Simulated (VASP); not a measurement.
# PbSe (P6_3/mmc) in VASP: single point with PBE

Aim: the single point of PbSe with PBE.

Program: VASP 6.6.1. These are calculated values, not measurements. Logs are shortened: lines on timing, memory, paths and dates and some standing lists are left out, and cuts for length are marked.

**1. The cell of the first run**

It takes space group P6_3/mmc (No. 194, hexagonal). Conventional cell: a = 4.270 Å, b = 4.270 Å, c = 7.646 Å, α = 90.00°, β = 90.00°, γ = 120.00°. Within 4.1 Å of Pb (site symmetry -6m2) lie 6 Se at 3.12 Å. Se (site symmetry -3m) has 6 Pb at 3.12 Å and 2 Se at 3.82 Å within 4.1 Å.

**2. Single point, PBE**

POSCAR

```
PbSe
1.0
    4.2699760060      0.0000000000      0.0000000000
   -2.1349880030      3.6979076948      0.0000000000
    0.0000000000      0.0000000000      7.6462667000
Pb Se
2 2
Direct
    0.6666666667      0.3333333333      0.7500000000
    0.3333333333      0.6666666667      0.2500000000
    0.0000000000      0.0000000000      0.0000000000
    0.0000000000      0.0000000000      0.5000000000
```

INCAR.step1

```
SYSTEM = PbSe
PREC = Accurate
ENCUT = 520
EDIFF = 1E-6
ISMEAR = 0
SIGMA = 0.01
LREAL = .False.
LASPH = .True.
NELM = 80
ALGO = Normal
ISIF = 2
LWAVE = .False.
LCHARG = .True.
GGA = PE
NBANDS = 28
```

KPOINTS.step1

```
Automatic mesh
0
Gamma
  12 12 6
  0 0 0
```

INCAR.step2

```
SYSTEM = PbSe
PREC = Accurate
ENCUT = 520
EDIFF = 1E-6
ISMEAR = -5
SIGMA = 0.01
LREAL = .False.
LASPH = .True.
NELM = 80
ALGO = Normal
ISIF = 2
LWAVE = .False.
LCHARG = .False.
GGA = PE
LORBIT = 11
NBANDS = 28
NEDOS = 2001
ICHARG = 11
```

KPOINTS.step2

```
Automatic mesh
0
Gamma
  18 18 9
  0 0 0
```

Potentials or basis: VASP PAW PBE potentials, release 64 (Pb_d, Se).

The run is started by

```sh
cat potpaw_PBE.64/Pb_d/POTCAR potpaw_PBE.64/Se/POTCAR > POTCAR
cp INCAR.step1 INCAR
cp KPOINTS.step1 KPOINTS
mpirun -np 1 vasp_std > vasp.out
cp INCAR.step2 INCAR
cp KPOINTS.step2 KPOINTS
mpirun -np 1 vasp_std > vasp.out
```

OUTCAR:

```text
SYSTEM = PbSe
   PREC = Accurate
   ENCUT = 520
   EDIFF = 1E-6
   ISMEAR = -5
   LREAL = .False.
   LASPH = .True.
   NELM = 80
   ISIF = 2
   GGA = PE
   LORBIT = 11
   ICHARG = 11

 ion  position               nearest neighbor table
   1  0.667  0.333  0.750-   3 3.12   4 3.12   3 3.12   4 3.12   3 3.12   4 3.12
   2  0.333  0.667  0.250-   3 3.12   4 3.12   3 3.12   4 3.12   3 3.12   4 3.12
   3  0.000  0.000  0.000-   1 3.12   2 3.12   1 3.12   2 3.12   1 3.12   2 3.12
   4  0.000  0.000  0.500-   1 3.12   2 3.12   1 3.12   2 3.12   1 3.12   2 3.12

  LATTYP: Found a hexagonal cell.
 ALAT       =     4.2699760060
 C/A-ratio  =     1.7907048399

  Lattice vectors:

 A1 = (   4.2699760060,   0.0000000000,   0.0000000000)
 A2 = (  -2.1349880030,   3.6979076948,   0.0000000000)
 A3 = (   0.0000000000,   0.0000000000,   7.6462667000)

Analysis of symmetry for initial positions (statically):
=====================================================================
 Subroutine PRICEL returns:
 Original cell was already a primitive cell.

 Routine SETGRP: Setting up the symmetry group for a
 hexagonal supercell.

 Subroutine GETGRP returns: Found 24 space group operations
 (whereof 12 operations were pure point group operations)
 out of a pool of 24 trial point group operations.

The static configuration has the point symmetry D_3d.
 The point group associated with its full space group is D_6h.

Analysis of symmetry for dynamics (positions and initial velocities):
=====================================================================
 Subroutine PRICEL returns:
 Original cell was already a primitive cell.

 Routine SETGRP: Setting up the symmetry group for a
 hexagonal supercell.

 Subroutine GETGRP returns: Found 24 space group operations
 (whereof 12 operations were pure point group operations)
 out of a pool of 24 trial point group operations.

The dynamic configuration has the point symmetry D_3d.
 The point group associated with its full space group is D_6h.

 Subroutine INISYM returns: Found 24 space group operations
 (whereof 12 operations are pure point group operations),
 and found     1 'primitive' translations

----------------------------------------------------------------------------------------

                                     Primitive cell

  volume of cell :     120.7344

  direct lattice vectors                    reciprocal lattice vectors
     4.269976006  0.000000000  0.000000000     0.234193353  0.135211596  0.000000000
    -2.134988003  3.697907695  0.000000000     0.000000000  0.270423191  0.000000000
     0.000000000  0.000000000  7.646266700     0.000000000  0.000000000  0.130782778

  length of vectors
     4.269976006  4.269976006  7.646266700     0.270423191  0.270423191  0.130782778

  position of ions in fractional coordinates (direct lattice)
     0.666666667  0.333333333  0.750000000
     0.333333333  0.666666667  0.250000000
     0.000000000  0.000000000  0.000000000
     0.000000000  0.000000000  0.500000000

  ion indices of the primitive-cell ions
   primitive index   ion index
                 1           1
                 2           2
                 3           3
                 4           4

----------------------------------------------------------------------------------------

 KPOINTS: Automatic mesh

Automatic generation of k-mesh.
 Grid dimensions read from file:
 generate k-points for:   18   18    9

 Generating k-lattice:

  Cartesian coordinates                     Fractional coordinates (reciprocal lattice)
     0.013010742  0.007511755  0.000000000     0.055555556  0.000000000  0.000000000
     0.000000000  0.015023511  0.000000000     0.000000000  0.055555556  0.000000000
     0.000000000  0.000000000  0.014531420     0.000000000  0.000000000  0.111111111

  Length of vectors
     0.015023511  0.015023511  0.014531420

  Shift w.r.t. Gamma in fractional coordinates (k-lattice)
     0.000000000  0.000000000  0.000000000

 TETIRR: Found   2805 inequivalent tetrahedra from    17496

 Subroutine IBZKPT returns following result:
 ===========================================

 Found    185 irreducible k-points:

 Following reciprocal coordinates:
            Coordinates               Weight
  0.000000  0.000000  0.000000      1.000000
  0.055556 -0.000000  0.000000      6.000000
  0.111111 -0.000000  0.000000      6.000000
  0.166667 -0.000000  0.000000      6.000000
  0.222222 -0.000000  0.000000      6.000000
  0.277778 -0.000000  0.000000      6.000000
[... 16 lines left out ...]
  0.333333  0.111111  0.000000     12.000000
  0.388889  0.111111  0.000000     12.000000
 [... further k-points ...]
   k-points           NKPTS =    185   k-points in BZ     NKDIM =    185   number of bands    NBANDS=     28
   number of dos      NEDOS =   2001   number of ions     NIONS =      4
   total plane-waves  NPLWV =  61440
   dimension x,y,z NGX =    32 NGY =   32 NGZ =   60
   dimension x,y,z NGXF=    64 NGYF=   64 NGZF=  120
   ions per type =               2   2
   NGX,Y,Z   is equivalent  to a cutoff of  12.46, 12.46, 13.05 a.u.
   NGXF,Y,Z  is equivalent  to a cutoff of  24.92, 24.92, 26.09 a.u.
 SYSTEM =  PbSe
   PREC   = accura    normal or accurate (medium, high low for compatibility)
   ISTART =      0    job   : 0-new  1-cont  2-samecut
   ICHARG =     11    charge: 1-file 2-atom 10-const
   ISPIN  =      1    spin polarized calculation?
   LNONCOLLINEAR =      F non collinear calculations
   LSORBIT =      F    spin-orbit coupling
   LASPH  =      T    aspherical Exc in radial PAW
   ENCUT  =  520.0 eV  38.22 Ry    6.18 a.u.   7.94  7.94 14.22*2*pi/ulx,y,z
   NELM   =     80;   NELMIN=  2; NELMDL=  0     # of ELM steps
   EDIFF  = 0.1E-05   stopping-criterion for ELM
   LREAL  =      F    real-space projection
   EDIFFG = 0.1E-04   stopping-criterion for IOM
   NSW    =      0    number of steps for IOM
   IBRION =     -1    ionic relax: 0-MD 1-quasi-New 2-CG
   NFREE  =      0    steps in history (QN), initial steepest desc. (CG)
   ISIF   =      2    stress and relaxation
   ISYM   =      2    0-nonsym 1-usesym 2-fastsym
   POTIM  = 0.5000    time-step for ionic-motion
   TEBEG  =    0.0;   TEEND  =   0.0 temperature during run
   PSTRESS=    0.0 pullay stress
   NELECT =      40.0000    total number of electrons
   NUPDOWN=      -1.0000    fix difference up-down
   EMIN   =  10.00;   EMAX   =-10.00  energy-range for DOS
   EFERMI =   0.00;   METHOD = LEGACY
   ISMEAR =    -5;   SIGMA  =   0.01  broadening in eV -4-tet -1-fermi 0-gaus
   EFERMI_NEDOS =   21; number of points for ismear=-14 and -15
   IALGO  =     38    algorithm
   IMIX   =      4    mixing-type and parameters
     AMIX     =   0.40;   BMIX     =  1.00
     AMIX_MAG =   1.60;   BMIX_MAG =  1.00
  volume/ion in A,a.u.               =      30.18       203.69
  Fermi-wavevector in a.u.,A,eV,Ry     =   1.132795  2.140671 17.459318  1.283224
  Thomas-Fermi vector in A             =   2.269496
   LORBIT       =     11    0 simple, 1 ext, 2 COOP (PROOUT), +10 PAW based schemes
   GGA     = PE    functional components
   LHFCALC =     F    Hartree Fock is set to
   AEXX    =    0.0000 exact exchange contribution
   IVDW    =     0    specifies the selected vdW correction
   LEPSILON=     F    determine dielectric tensor
   LRPA    =     F    only Hartree local field effects (RPA)
 non-spin polarized calculation
 Fermi weights with tetrahedron method with Bloechl corrections
  energy-cutoff  :      520.00
  volume of cell :      120.73
 maximum number of plane-waves:      3278
 NGX is ok and might be reduce to    32

 number of electron      40.0000006 magnetization

 Free energy of the ion-electron system (eV)
  ---------------------------------------------------
  ext. energy  EPLUGINS =         0.00000000
  ---------------------------------------------------
  free energy    TOTEN  =       -16.05854501 eV

  energy without entropy =      -16.05854501  energy(sigma->0) =      -16.05854501

 E-fermi :   4.3053     XC(G=0):  -9.2855

 val. band max:        4.2960693412   @ k =   0.0000   0.0000   0.0000
 cond. band min:       4.5039919165   @ k =   0.5000  -0.0000   0.0000
 fundamental gap:      0.2079225753
 Fermi energy:         4.3053270480

 k-point     1 :       0.0000    0.0000    0.0000
  band No.  band energies     occupation
      1     -12.3592      2.00000
      2     -12.3592      2.00000
      3     -12.3537      2.00000
      4     -12.3537      2.00000
      5     -12.3188      2.00000
      6     -12.3115      2.00000
[... 20 lines left out ...]
     27       9.6687      0.00000
     28      11.3765      0.00000

 k-point     2 :       0.0556   -0.0000    0.0000
  band No.  band energies     occupation
      1     -12.3599      2.00000
      2     -12.3580      2.00000
      3     -12.3539      2.00000
      4     -12.3525      2.00000
      5     -12.3181      2.00000
      6     -12.3123      2.00000
[... 20 lines left out ...]
     27       9.7245      0.00000
     28      11.1446      0.00000

 k-point     3 :       0.1111   -0.0000    0.0000
  band No.  band energies     occupation
      1     -12.3620      2.00000
      2     -12.3546      2.00000
      3     -12.3543      2.00000
      4     -12.3491      2.00000
      5     -12.3171      2.00000
      6     -12.3160      2.00000
[... 616 lines left out ...]
      3     -12.3582      2.00000
      4     -12.3276      2.00000
      5     -12.3253      2.00000
      6     -12.3217      2.00000
[... 20 lines left out ...]
     27      10.4118      0.00000
     28      11.5647      0.00000

 k-point    24 :       0.3889    0.1111    0.0000
  band No.  band energies     occupation
      1     -12.3800      2.00000
      2     -12.3784      2.00000
      3     -12.3587      2.00000
      4     -12.3275      2.00000
      5     -12.3222      2.00000
      6     -12.3219      2.00000
[... 20 lines left out ...]
     27      10.3457      0.00000
     28      11.3802      0.00000

 [... further k-points ...]

------------------------ aborting loop because EDIFF is reached ----------------------------------------

  FORCE on cell =-STRESS in cart. coord.  units (eV):
  Direction    XX          YY          ZZ          XY          YZ          ZX
  --------------------------------------------------------------------------------------
  -------------------------------------------------------------------------------------
  Total        0.0014862      0.0014862      0.0013955      0.0000000     -0.0000000      0.0000000
  in kB        0.0197224      0.0197224      0.0185187      0.0000000     -0.0000000      0.0000000
  external PRESSURE =       0.0193212 kB  Pullay stress =       0.0000000 kB

 VOLUME and BASIS-vectors are now :
 -----------------------------------------------------------------------------
  energy-cutoff  :      520.00
  volume of cell :      120.73
      direct lattice vectors                 reciprocal lattice vectors
     4.269976006  0.000000000  0.000000000     0.234193353  0.135211596  0.000000000
    -2.134988003  3.697907695  0.000000000     0.000000000  0.270423191  0.000000000
     0.000000000  0.000000000  7.646266700     0.000000000  0.000000000  0.130782778

 POSITION                                       TOTAL-FORCE (eV/Angst)
 -----------------------------------------------------------------------------------
      2.13499      1.23264      5.73470         0.000000     -0.000000      0.000000
     -0.00000      2.46527      1.91157        -0.000000      0.000000      0.000000
      0.00000      0.00000      0.00000        -0.000000      0.000000     -0.000000
      0.00000      0.00000      3.82313        -0.000000      0.000000     -0.000000
 -----------------------------------------------------------------------------------
    total drift:                               -0.000000      0.000000      0.000000

  FREE ENERGIE OF THE ION-ELECTRON SYSTEM (eV)
  ---------------------------------------------------
  free  energy   TOTEN  =       -16.0585450113 eV

  energy  without entropy=      -16.0585450113  energy(sigma->0) =      -16.05854501

 total charge

# of ion       s       p       d       tot
------------------------------------------
    1        1.474   0.515   9.833  11.823
    2        1.474   0.515   9.833  11.823
    3        1.469   2.314   0.015   3.798
    4        1.469   2.314   0.015   3.798
--------------------------------------------------
tot          5.887   5.658  19.697  31.241
```

Run time: 10 min. Hardware: 1 thread of Oxide Virtual Turin-like, shared host; peak memory 0.58 GiB.

Results:

```
Valence electrons inside the program's atomic spheres : Pb 11.82; Se 3.80
```

Caveat: spin-orbit coupling is left out, which moves the levels of the heavy elements.
